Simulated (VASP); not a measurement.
# C in VASP: a series of runs, part 2 of 2

VASP 6.6.1.

## 4. Single point, PBE, collinear spin, ferromagnetic start

Input file INCAR:

```
ALGO     = Normal         # electronic algorithm
EDIFF    = 1E-6           # SCF threshold, eV
ENCUT    = 520            # plane-wave cutoff, eV
GGA      = PE             # functional
ISIF     = 2              # what is computed and relaxed
ISMEAR   = 0              # smearing method
ISPIN    = 2              # spin polarisation
LASPH    = True           # aspherical terms in the spheres
LCHARG   = False          # write CHGCAR
LORBIT   = 11             # projections on sites
LREAL    = False          # projectors in reciprocal space
LWAVE    = False          # write WAVECAR
MAGMOM   = 1              # initial moments
NBANDS   = 12             # bands
NELM     = 150            # most SCF steps
PREC     = Accurate       # precision mode
SIGMA    = 0.1            # smearing width, eV
```

Input file KPOINTS:

```
k-points
0
Gamma
  10 10 10
```

Input file POSCAR:

```
C
1.0
    0.0000000000      1.4119867500      1.6846434100
    1.3997908200      0.0000000000      1.6846434100
    1.3997908200      1.4119867500      0.0000000000
C
1
Direct
    0.5000000000      0.5000000000      0.5000000000
```

Started as:

```console
$ cat potpaw_PBE.64/C/POTCAR > POTCAR
$ mpirun -np 1 vasp_std > vasp.out
```

Run time: 30 s. Hardware: 1 thread of AMD EPYC 7R43 (Zen 3), shared host; peak memory 0.09 GiB.

The run converged. Its results:

| Item | Value |
| --- | --- |
| Free energy | -4.8139 eV |
| Pressure | 5.7 GPa |
| Band gap on the k mesh | zero (filled and empty bands overlap) |
| Net moment | 0.00 μB per cell |
| Valence electrons inside the program's atomic spheres | C 2.11 |

Stress tensor (GPa, compression positive):
```
-14.78   0.00   0.00
  0.00 -16.00   0.00
  0.00   0.00  47.82
```

Levels at points of the mesh, in eV from the Fermi level:
Spin up:
```
           k point  band 1  band 2  band 3  band 4  band 5  band 6
(0.00, 0.00, 0.00)  -19.95    7.91    9.13    9.16   30.21   32.94
(0.50, 0.00, 0.00)   -9.50   -9.45    4.62    8.95   21.21   31.14
(0.50, 0.50, 0.00)   -9.18   -9.14    5.01    5.11   19.96   20.12
(0.50, 0.00, 0.50)   -6.47   -3.32    0.32    2.83   14.01   15.98
(0.00, 0.50, 0.50)   -6.28   -3.05    0.17    2.60   13.72   15.71
```
Spin down:
| k point | band 1 | band 2 | band 3 | band 4 | band 5 | band 6 |
| --- | --- | --- | --- | --- | --- | --- |
| (0.00, 0.00, 0.00) | -19.95 | 7.91 | 9.12 | 9.16 | 30.21 | 32.94 |
| (0.50, 0.00, 0.00) | -9.50 | -9.46 | 4.62 | 8.95 | 21.21 | 31.14 |
| (0.50, 0.50, 0.00) | -9.19 | -9.14 | 5.01 | 5.11 | 19.96 | 20.12 |
| (0.50, 0.00, 0.50) | -6.47 | -3.33 | 0.32 | 2.83 | 14.01 | 15.98 |
| (0.00, 0.50, 0.50) | -6.29 | -3.05 | 0.16 | 2.59 | 13.72 | 15.71 |

Caveat: the k points lie up to 0.37 Å⁻¹ apart.

## 5. Single point, PBE, collinear spin, ferromagnetic start

This run uses another cell than the first one, of 9.73 Å³/atom, 1.460 times its volume.

Input file INCAR:

```
SYSTEM = C
  PREC = Accurate
  ENCUT = 520
  EDIFF = 1E-7
  ISMEAR = 0
  SIGMA = 0.1
  LREAL = .FALSE.
  LASPH = .TRUE.
  NELM = 150
  ALGO = Normal
  ISIF = 2
  LWAVE = .FALSE.
  LCHARG = .TRUE.
  ISPIN = 2
  MAGMOM = 1
  LORBIT = 11
  GGA = PE
  LELF = .TRUE.
  LVHAR = .TRUE.
  NBANDS = 12
```

Input file KPOINTS:

```
Automatic mesh
0
G
  14 14 14
  0 0 0
```

Input file POSCAR:

```
C
1.0
   -0.8075683185      0.8075683185      3.7283102576
    0.8075683185     -0.8075683185      3.7283102576
    0.8075683185      0.8075683185     -3.7283102576
C
1
Direct
    0.5000000000      0.5000000000      0.0000000000
```

Started as:

```console
$ cat potpaw_PBE.64/C/POTCAR > POTCAR
$ mpirun -np 1 vasp_std > vasp.out
```

Wall time 5.3 min (1 thread of AMD EPYC 7R43 (Zen 3), shared host); peak memory 0.16 GiB.

The run converged. Its results:

| Quantity | Value |
| --- | --- |
| Free energy | -6.6034 eV |
| Pressure | 5.7 GPa |
| Band gap on the k mesh | zero (filled and empty bands overlap) |
| Net moment | 0.00 μB per cell |
| Valence electrons inside the program's atomic spheres | C 2.37 |

Stress tensor (GPa, compression positive):
```
8.21 0.00 0.00
0.00 8.21 0.00
0.00 0.00 0.69
```

Levels at points of the mesh, in eV from the Fermi level:
Spin up:
| k point | band 1 | band 2 | band 3 | band 4 | band 5 |
| --- | --- | --- | --- | --- | --- |
| (0.00, 0.00, 0.00) | -19.07 | -6.18 | 4.24 | 16.33 | 16.33 |
| (0.50, 0.00, 0.00) | -9.96 | -6.15 | 2.16 | 12.98 | 19.19 |
| (0.50, 0.50, 0.00) | -2.52 | -2.50 | 8.33 | 9.16 | 14.41 |
| (0.50, 0.50, 0.50) | -18.95 | -7.36 | 9.44 | 14.73 | 16.32 |
Spin down:
```csv
k point,band 1,band 2,band 3,band 4,band 5,band 6
"(0.00, 0.00, 0.00)",-19.07,-6.18,4.24,16.33,16.33,23.97
"(0.50, 0.00, 0.00)",-9.96,-6.15,2.16,12.98,19.19,20.45
"(0.50, 0.50, 0.00)",-2.52,-2.50,8.33,9.16,14.41,24.88
"(0.50, 0.50, 0.50)",-18.95,-7.36,9.44,14.73,16.32,16.32
```

Caveat: the k points lie up to 0.39 Å⁻¹ apart.

## 6. Relaxation of cell and atoms, PBE

Input file INCAR:

```
SYSTEM = C
ALGO     = Normal         ! electronic algorithm
EDIFF    = 1E-7           ! SCF threshold, eV
EDIFFG   = -0.04          ! ionic threshold
ENCUT    = 910            ! plane-wave cutoff, eV
GGA      = PE             ! functional
GGA_COMPAT= .False.      
IBRION   = 2              ! ionic algorithm
ISIF     = 3              ! what is computed and relaxed
ISMEAR   = 0              ! smearing method
LASPH    = .True.         ! aspherical terms in the spheres
LCHARG   = .False.        ! write CHGCAR
LREAL    = .False.        ! projectors in reciprocal space
LWAVE    = .False.        ! write WAVECAR
NELM     = 120            ! most SCF steps
NELMIN   = 4            
NSW      = 90             ! ionic steps
PREC     = Accurate       ! precision mode
SIGMA    = 0.1            ! smearing width, eV
```

Input file KPOINTS:

```
k-points
0
Gamma
  10 10 10
  0 0 0
```

Input file POSCAR:

```
C
1.0
    0.0000000000      1.4119867500      1.6846434100
    1.3997908200      0.0000000000      1.6846434100
    1.3997908200      1.4119867500      0.0000000000
C
1
Direct
    0.5000000000      0.5000000000      0.5000000000
```

Potentials or basis: VASP PAW PBE potentials, release 64 (C_h).

Started as:

```console
$ cat potpaw_PBE.64/C_h/POTCAR > POTCAR
$ mpirun -np 1 vasp_std > vasp.out
```

Run time: 83 s. Hardware: 1 thread of AMD EPYC 7R43 (Zen 3), shared host; peak memory 0.09 GiB.

Results (log left out):

* Free energy: -6.3964 eV
* Relaxed volume: 6.76 Å³/atom
* Relaxed cell: a = 2.843 Å, b = 2.843 Å, c = 1.611 Å, α = 73.55°, β = 73.54°, γ = 32.91°
* Space group after relaxing (to 0.05 Å): I4/mmm (No. 139)
* Energy gained by relaxing: 1578.4 meV/atom
* Ionic steps: 11
* Pressure after relaxing: -0.2 GPa
* Band gap on the k mesh: zero (band 2 reaches 10.44 eV, above the bottom of band 3 at 6.68 eV)

Stress tensor (GPa, compression positive):
```
-0.06  0.00  0.00
 0.00 -0.39  0.00
 0.00  0.00 -0.14
```

Step by step:
```tsv
step	energy change (eV)	largest force (eV/Å)	pressure (GPa)	volume (Å³)
1	0.0000	0.0000	5.21	6.66
2	-0.3747	0.0000	-16.53	6.83
3	-0.8481	0.0000	-34.10	6.97
4	-1.4675	0.0000	-22.74	6.95
5	1.3553	0.0000	242.80	6.03
6	-1.5565	0.0000	-13.16	6.90
7	-1.5760	0.0000	-4.08	6.85
8	-1.5737	0.0000	-6.98	6.87
9	-1.4724	0.0000	38.65	6.29
10	-1.5784	0.0000	-0.74	6.77
11	-1.5784	0.0000	-0.20	6.76
```

Final structure:
```
C
1.0
     0.00000    1.13924    2.60526
     1.13894    0.00000    2.60526
     1.13894    1.13924    0.00000
C
1
Direct
  0.50000 0.50000 0.50000
```

Levels at points of the mesh, in eV from the Fermi level:
| k point | band 1 | band 2 | band 3 | band 4 | band 5 | band 6 |
| --- | --- | --- | --- | --- | --- | --- |
| (0.00, 0.00, 0.00) | -21.01 | -4.03 | 7.59 | 15.48 | 15.49 | 40.68 |
| (0.50, 0.00, 0.00) | -11.18 | -7.29 | 1.27 | 12.45 | 19.53 | 24.17 |
| (0.50, 0.50, 0.00) | -19.39 | -10.38 | 15.26 | 15.27 | 20.35 | 31.94 |
| (0.50, 0.00, 0.50) | -3.86 | -3.38 | 7.25 | 8.31 | 13.46 | 21.94 |
| (0.00, 0.50, 0.50) | -3.85 | -3.39 | 7.26 | 8.30 | 13.45 | 21.93 |

Caveat: the k points lie up to 0.41 Å⁻¹ apart in the final cell; the cutoff is under 1.25 times the usual one of these potentials, so pressure, stress and relaxed cells hold a basis-set (Pulay) error.

## 7. Overview

```tsv
task	potentials or basis	spin	cell	k mesh	cutoff (eV)	second run	gap on the mesh (eV)	pressure (GPa)	moment (μB)	relaxed volume (Å³/atom)
single point	VASP PAW PBE potentials, release 64 (C)	off	a = 2.198, b = 2.190, c = 1.988 Å, angles 63.3, 62.9, 53.9°, 1 atom	10 × 10 × 10	520	-	none	5.7	-	-
relaxation of cell and atoms	VASP PAW PBE potentials, release 64 (C)	off	relaxed from a = 2.198, b = 2.190, c = 1.988 Å, angles 63.3, 62.9, 53.9°, 1 atom	10 × 10 × 10	600	-	none	-0.1	-	7.01
single point	VASP PAW PBE potentials, release 64 (C)	collinear, ferromagnetic start	a = 2.198, b = 2.190, c = 1.988 Å, angles 63.3, 62.9, 53.9°, 1 atom	10 × 10 × 10	520	-	none	5.7	0.00	-
single point	VASP PAW PBE potentials, release 64 (C)	collinear, ferromagnetic start	a = 3.899 Å, angles 156.1, 156.1, 34.1°, 1 atom	14 × 14 × 14	520	-	none	5.7	0.00	-
relaxation of cell and atoms	VASP PAW PBE potentials, release 64 (C_h)	off	relaxed from a = 2.198, b = 2.190, c = 1.988 Å, angles 63.3, 62.9, 53.9°, 1 atom	10 × 10 × 10	910	hard_potentials	none	-0.2	-	6.76
```

Alike in all rows: level PBE; smearing gaussian 0.1 eV.

Caveats: all runs use coarse meshes; the cutoff is under 1.25 times the usual one of these potentials, so pressure, stress and relaxed cells hold a basis-set (Pulay) error (some runs).

Total energies depend on the potentials used, so only differences within one code and one set of settings carry meaning.
